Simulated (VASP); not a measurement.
A run of VASP 6.6.1 is set up as follows.

Contents of INCAR:

```
PREC = Accurate
ENCUT = 500
EDIFF = 1E-6
ISMEAR = 0
SIGMA = 0.01
LREAL = F
LASPH = T
NELM = 120
ALGO = Normal
ISIF = 2
LWAVE = F
LCHARG = F
GGA = PS
NBANDS = 11
GGA_COMPAT = F
```

File KPOINTS:

```
Automatic mesh
0
Gamma
  6 6 6
```

File POSCAR:

```
BAs
1.0
    0.0000000000      2.3918698977      2.3918698977
    2.3918698977      0.0000000000      2.3918698977
    2.3918698977      2.3918698977      0.0000000000
B As
1 1
Direct
    0.0000000000      0.0000000000      0.0000000000
    0.2500000000      0.2500000000      0.2500000000
```

Potentials or basis: VASP PAW PBE potentials, release 64 (B, As).

Run with:

```sh
$ cat potpaw_PBE.64/B/POTCAR potpaw_PBE.64/As/POTCAR > POTCAR
$ mpirun -np 1 vasp_std > vasp.out
```

Q: Estimate the pressure.

A: -0.5 GPa.

Q: What does it give for the band gap on the k mesh?

A: 1.18 eV, indirect (least direct gap 3.23 eV).

Caveat: the PAW data sets were made with another functional, which shifts forces and pressure a little. Expect the measured gap to be larger: semilocal functionals such as PBEsol lack the derivative discontinuity.
